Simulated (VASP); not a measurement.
Set up this calculation in VASP 6.6.1, as the native input.

* Task: relaxation of cell and atoms
* Functional: PBEsol
* Potentials or basis: VASP PAW PBE potentials, release 64 (Zr_sv, S)
* Cutoff: 600 eV
* k mesh: 6 × 6 × 6
* Occupations: fermi-dirac, width 0.05 eV
* Spin: no spin polarisation
* Target pressure: 5 GPa
* Dipole correction: no
* Further INCAR settings: ALGO = Normal; EDIFF = 1e-07; IBRION = 2; EDIFFG = -0.01; NSW = 60; ISIF = 3

The structure of Zr3S2 lies in POSCAR:

```
Zr3S2
1.0
    2.9025379727      1.6757810799      3.4877732718
   -2.9025379727      1.6757810799      3.4877732718
    0.0000000000     -3.3515621597      3.4877732718
Zr S
3 2
Direct
    0.8387270000      0.5000000000      0.1612730000
    0.5000000000      0.1612730000      0.8387270000
    0.1612730000      0.8387270000      0.5000000000
    0.6650230000      0.6650230000      0.6650230000
    0.3349770000      0.3349770000      0.3349770000
```

One way to write it, as run:

INCAR

```
PREC = Accurate ; ENCUT = 600
EDIFF = 1E-7 ; ISMEAR = -1
SIGMA = 0.05 ; LREAL = False
LASPH = True ; NELM = 100
ALGO = Normal ; ISIF = 3
LWAVE = False ; LCHARG = False
GGA = PS ; IBRION = 2
NSW = 60 ; EDIFFG = -0.01
PSTRESS = 50.0
```

KPOINTS

```
regular mesh
0
Gamma
  6 6 6
```

Potentials or basis: VASP PAW PBE potentials, release 64 (Zr_sv, S).

Run with:

```console
$ cat potpaw_PBE.64/Zr_sv/POTCAR potpaw_PBE.64/S/POTCAR > POTCAR
$ mpirun -np 1 vasp_std > vasp.out
```

Results of the run:

```yaml
Relaxed_volume: 18.83 Å³/atom
Relaxed_cell: a = 4.718 Å, b = 4.718 Å, c = 4.718 Å, α = 73.51°, β = 73.51°, γ = 73.51°
Space_group_after_relaxing_to_0.1_Å: R32 (No. 155)
Energy_change_on_relaxing_the_run_minimises_the_enthalpy: -2.3 meV/atom
Ionic_steps: 12
Pressure_after_relaxing: 5.0 GPa
Largest_force_after_relaxing: 0.009 eV/Å
Band_gap_on_the_k_mesh: zero (bands 24 and 25 overlap by 0.23 eV)
```

Caveat: the cell is relaxed towards a set pressure, so the run minimises the enthalpy, not the energy; the PAW data sets were made with another functional, which shifts forces and pressure a little.

Run time: 28 min on 1 thread of Intel Xeon 8259CL, with other jobs on the host, peak memory 0.31 GiB.
